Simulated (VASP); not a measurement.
Write the native input for VASP 6.6.1 that does the following.

| Quantity | Value |
| --- | --- |
| Task | single point |
| Functional | LDA |
| Potentials or basis | VASP PAW LDA potentials, release 64 (Mg) |
| Cutoff | 520 eV |
| k mesh | 16 × 16 × 14 |
| Occupations | fermi-dirac, width 0.1 eV |
| Spin | no spin polarisation |
| Dipole correction | no |
| Further INCAR settings | ALGO = Normal; EDIFF = 1e-06; NBANDS = 7 |

The structure of Mg lies in POSCAR:

```
Mg
1.0
    2.8219120844      0.0000000000      0.0000000000
   -1.4109560422      2.4438475524      0.0000000000
    0.0000000000      0.0000000000      2.7154153941
Mg
1
Direct
    0.0000000000      0.0000000000      0.0000000000
```

This isn't the form of Mg at room conditions, which is hcp.

One way to write it, as run:

INCAR

```
  PREC = Accurate
  ENCUT = 520
  EDIFF = 1E-6
  ISMEAR = -1
  SIGMA = 0.1
  LREAL = False
  LASPH = True
  NELM = 80
  ALGO = Normal
  ISIF = 2
  LWAVE = False
  LCHARG = False
  GGA = CA
  NBANDS = 7
```

KPOINTS

```
regular mesh
0
Gamma
  16 16 14
```

Potentials or basis: VASP PAW LDA potentials, release 64 (Mg).

Command:

```bash
$ cat potpaw_LDA.64/Mg/POTCAR > POTCAR
$ mpirun -np 1 vasp_std > vasp.out
```

Results of the run:

```json
{
 "Pressure": "11.8 GPa",
 "Band gap on the k mesh": "zero (bands 1 and 2 overlap by 6.17 eV)"
}
```

Caveat: the cell stands under pressure.

Run time: 30 s on 1 thread of Intel Xeon 8259CL, on a shared host, peak memory 0.15 GiB.
